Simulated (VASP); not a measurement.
Set up this calculation in VASP 6.6.1, as the native input.

```
Task                   : single point
Functional             : LDA
Potentials or basis    : VASP PAW LDA potentials, release 64 (Mg, O)
Cutoff                 : 600 eV
k mesh                 : 12 × 12 × 8
Occupations            : gaussian, width 0.01 eV
Spin                   : no spin polarisation
Dipole correction      : no
Further INCAR settings : ALGO = Normal; EDIFF = 1e-06; NBANDS = 11
```

The structure of MgO lies in POSCAR:

```
MgO
1.0
    2.8882144120      0.0000000000      0.0000000000
   -1.4441067145      2.5012672265      0.0000000000
    0.0000000000      0.0000000000      2.6342529191
Mg O
1 1
Direct
    0.0000000000      0.0000000000      0.0000000000
    0.3333333333      0.6666666667      0.5000000000
```

These files were run (other wordings do the same):

INCAR

```
PREC = Accurate
ENCUT = 600
EDIFF = 1E-6
ISMEAR = 0
SIGMA = 0.01
LREAL = F
LASPH = T
NELM = 120
ALGO = Normal
ISIF = 2
LWAVE = F
LCHARG = T
GGA = CA
LELF = T
LVHAR = T
NBANDS = 11
GGA_COMPAT = F
```

KPOINTS

```
regular mesh
0
Gamma
  12 12 8
```

Potentials or basis: VASP PAW LDA potentials, release 64 (Mg, O).

The run is started by

```sh
$ cat potpaw_LDA.64/Mg/POTCAR potpaw_LDA.64/O/POTCAR > POTCAR
$ mpirun -np 1 vasp_std > vasp.out
```

It gave:

```
Pressure               : -4.4 GPa
Band gap on the k mesh : 3.34 eV, indirect (least direct gap 3.76 eV)
```

Wall time 6.2 s on 1 thread of Intel(R) Xeon(R) 6975P-C (Granite Rapids), on a shared host, peak memory 0.14 GiB.
